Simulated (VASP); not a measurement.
A run of VASP 6.6.1:

The input INCAR:

```
ALGO     = Normal         # electronic algorithm
EDIFF    = 1E-6           # SCF threshold, eV
ENCUT    = 500            # plane-wave cutoff, eV
GGA      = CA             # functional
GGA_COMPAT= False        
ISIF     = 2              # what is computed and relaxed
ISMEAR   = 0              # smearing method
LASPH    = True           # aspherical terms in the spheres
LCHARG   = True           # write CHGCAR
LELF     = True           # ELF
LREAL    = False          # projectors in reciprocal space
LVHAR    = True         
LWAVE    = False          # write WAVECAR
NBANDS   = 11             # bands
NELM     = 120            # most SCF steps
PREC     = Accurate       # precision mode
SIGMA    = 0.01           # smearing width, eV
```

File KPOINTS:

```
k-points
0
Gamma
  6 6 6
```

POSCAR

```
Si
1.0
    0.0000000000      2.7135600000      2.7135600000
    2.7135600000      0.0000000000      2.7135600000
    2.7135600000      2.7135600000      0.0000000000
Si
2
Direct
    0.7500000000      0.7500000000      0.7500000000
    0.5000000000      0.5000000000      0.5000000000
```

Potentials or basis: VASP PAW LDA potentials, release 64 (Si).

The run is started by

```console
$ cat potpaw_LDA.64/Si/POTCAR > POTCAR
$ mpirun -np 1 vasp_std > vasp.out
```

Hardware: 1 thread of Intel(R) Xeon(R) 6975P-C (Granite Rapids), on a shared host.

Q: How long does it take, and how much memory?

A: Run time: 4.5 s on 1 thread of Intel(R) Xeon(R) 6975P-C (Granite Rapids), on a shared host, peak memory 0.13 GiB. Counts: scf iterations 11, k points 16.
